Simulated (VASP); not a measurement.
Wanted: the native input for a VASP 6.6.1 run.

* Task: single point
* Functional: PBE
* Potentials or basis: VASP PAW PBE potentials, release 64 (Ir)
* Cutoff: 500 eV
* k mesh: 20 × 20 × 20
* Occupations: gaussian, width 0.3 eV
* Spin: no spin polarisation
* Dipole correction: no
* Further INCAR settings: ALGO = Normal; EDIFF = 1e-06; NBANDS = 10

The structure of Ir lies in POSCAR:

```
Ir
1.0
    0.0000000000      1.9358771590      1.9358771590
    1.9358771590      0.0000000000      1.9358771590
    1.9358771590      1.9358771590      0.0000000000
Ir
1
Direct
    0.0000000000      0.0000000000      0.0000000000
```

These files were run (other wordings do the same):

INCAR

```
SYSTEM = Ir
PREC = Accurate ; ENCUT = 500
EDIFF = 1E-6 ; ISMEAR = 0
SIGMA = 0.3 ; LREAL = .False.
LASPH = .True. ; NELM = 120
ALGO = Normal ; ISIF = 2
LWAVE = .False. ; LCHARG = .False.
GGA = PE ; NBANDS = 10
GGA_COMPAT = .False.
```

KPOINTS

```
regular mesh
0
Gamma
  20 20 20
  0 0 0
```

Potentials or basis: VASP PAW PBE potentials, release 64 (Ir).

The run is started by

```sh
$ cat potpaw_PBE.64/Ir/POTCAR > POTCAR
$ mpirun -np 1 vasp_std > vasp.out
```

Results of the run:

```yaml
Pressure: 0.5 GPa
Band_gap_on_the_k_mesh: zero (an odd number of electrons rules out a gap without spin polarisation)
```

Caveat: so wide a smearing shifts energies and pressures; spin-orbit coupling is left out, which moves the levels of the heavy elements.

Run time: 16 s on 1 thread of AMD EPYC 9R45 96-Core Processor (Zen 5), with other jobs on the host, peak memory 0.13 GiB.
